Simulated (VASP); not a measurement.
Set up this calculation in VASP 6.6.1, as the native input.

| Quantity | Value |
| --- | --- |
| Task | single point |
| Functional | PBE |
| Potentials or basis | VASP PAW PBE potentials, release 64 (Sr_sv) |
| Cutoff | 520 eV |
| k mesh | 7 × 7 × 10 |
| Occupations | fermi-dirac, width 0.1 eV |
| Spin | no spin polarisation |
| Dipole correction | no |
| Further INCAR settings | ALGO = Normal; EDIFF = 1e-06; NBANDS = 22 |

The structure of Sr lies in POSCAR:

```
Sr
1.0
    7.0300692848      0.0000000000      0.0000000000
   -3.5150346424      6.0882185910      0.0000000000
    0.0000000000      0.0000000000      4.1982361770
Sr
3
Direct
    0.0000000000      1.0000000000      0.0000000000
    0.3333333333      0.6666666667      0.5000000000
    0.6666666667      0.3333333333      0.5000000000
```

This isn't the form of Sr at room conditions, which is fcc.

The input as run:

INCAR

```
PREC = Accurate
ENCUT = 520
EDIFF = 1E-6
ISMEAR = -1
SIGMA = 0.1
LREAL = False
LASPH = True
NELM = 60
ALGO = Normal
ISIF = 2
LWAVE = False
LCHARG = False
GGA = PE
NBANDS = 22
```

KPOINTS

```
regular mesh
0
Gamma
  7 7 10
```

Potentials or basis: VASP PAW PBE potentials, release 64 (Sr_sv).

Launch:

```bash
$ cat potpaw_PBE.64/Sr_sv/POTCAR > POTCAR
$ mpirun -np 1 vasp_std > vasp.out
```

It gave:

- Pressure: -0.7 GPa
- Band gap on the k mesh: zero (bands 15 and 16 overlap by 0.23 eV)

It took 2.4 min on 1 thread of Intel(R) Xeon(R) Platinum 8488C (Sapphire Rapids), with other jobs on the host, peak memory 0.37 GiB.
